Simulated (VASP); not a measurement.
Here is a VASP 6.6.1 calculation.

File INCAR:

```
ALGO     = Normal         # electronic algorithm
EDIFF    = 1E-6           # SCF threshold, eV
ENCUT    = 520            # plane-wave cutoff, eV
GGA      = PS             # functional
GGA_COMPAT= F            
ISIF     = 2              # what is computed and relaxed
ISMEAR   = 1              # smearing method
LASPH    = T              # aspherical terms in the spheres
LCHARG   = F              # write CHGCAR
LREAL    = F              # projectors in reciprocal space
LWAVE    = F              # write WAVECAR
NBANDS   = 64             # bands
NELM     = 120            # most SCF steps
PREC     = Accurate       # precision mode
SIGMA    = 0.05           # smearing width, eV
```

The input KPOINTS:

```
Automatic mesh
0
Gamma
  2 2 2
  0.5 0.5 0.5
```

The input POSCAR:

```
Ti4GeO7
1.0
    4.5914140000      0.0000000000      0.0000000000
    0.0000000000      4.5914140000      0.0000000000
    0.0000000000      0.0000000000      5.8777420000
Ti O Ge
4 7 1
Direct
    0.0048450000      0.0030780000      0.9977000000
    0.9980710000      0.9947560000      0.5042900000
    0.4916210000      0.4999170000      0.2507080000
    0.4984540000      0.5014520000      0.7501960000
    0.3015220000      0.2980480000      0.0004790000
    0.6957780000      0.6942540000      0.0007880000
    0.6969900000      0.6929650000      0.4959460000
    0.1989420000      0.8100220000      0.2493020000
    0.2035580000      0.8070580000      0.7470760000
    0.8068410000      0.1956040000      0.2513740000
    0.8021870000      0.1993850000      0.7499090000
    0.3040790000      0.3147750000      0.5024520000
```

Potentials or basis: VASP PAW PBE potentials, release 64 (Ti_sv, O, Ge_d).

Run with:

```sh
$ cat potpaw_PBE.64/Ti_sv/POTCAR potpaw_PBE.64/O/POTCAR potpaw_PBE.64/Ge_d/POTCAR > POTCAR
$ mpirun -np 1 vasp_std > vasp.out
```

(1) What does it give for the largest force?

(2) What does it give for the band gap on the k mesh?

(3) What does it give for the pressure?

Answers

(1) 14.983 eV/Å.

(2) 0.09 eV.

(3) 37.7 GPa.

Caveat: the k points lie up to 0.68 Å⁻¹ apart; semilocal functionals underestimate gaps, and a narrow one can read as zero; the PAW data sets were made with another functional, which shifts forces and pressure a little.
